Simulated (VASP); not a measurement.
Input of a VASP 6.6.1 run:

INCAR

```
PREC     = Accurate       # precision mode
ENCUT    = 600            # plane-wave cutoff, eV
EDIFF    = 1E-6           # SCF threshold, eV
ISMEAR   = 0              # smearing method
SIGMA    = 0.1            # smearing width, eV
LREAL    = F              # projectors in reciprocal space
LASPH    = T              # aspherical terms in the spheres
NELM     = 80             # most SCF steps
ALGO     = Normal         # electronic algorithm
ISIF     = 3              # what is computed and relaxed
LWAVE    = F              # write WAVECAR
LCHARG   = F              # write CHGCAR
GGA      = PE             # functional
IBRION   = 2              # ionic algorithm
NSW      = 100            # ionic steps
EDIFFG   = -0.01          # ionic threshold
```

Contents of KPOINTS:

```
Automatic mesh
0
Gamma
  12 12 12
```

The input POSCAR:

```
CsBe
1.0
    4.4115639317      0.0000000000      0.0000000000
    0.0000000000      4.4115639317      0.0000000000
    0.0000000000      0.0000000000      4.4115639317
Cs Be
1 1
Direct
    0.0000000000      0.0000000000      0.0000000000
    0.5000000000      0.5000000000      0.5000000000
```

Potentials or basis: VASP PAW PBE potentials, release 64 (Cs_sv, Be).

Run with:

```sh
$ cat potpaw_PBE.64/Cs_sv/POTCAR potpaw_PBE.64/Be/POTCAR > POTCAR
$ mpirun -np 1 vasp_std > vasp.out
```

(1) Predict the space group after relaxing (to 0.05 Å).

(2) Predict the relaxed cell.

Answers

(1) Pm-3m (No. 221).

(2) a = 4.397 Å, b = 4.397 Å, c = 4.397 Å, α = 90.00°, β = 90.00°, γ = 90.00°.
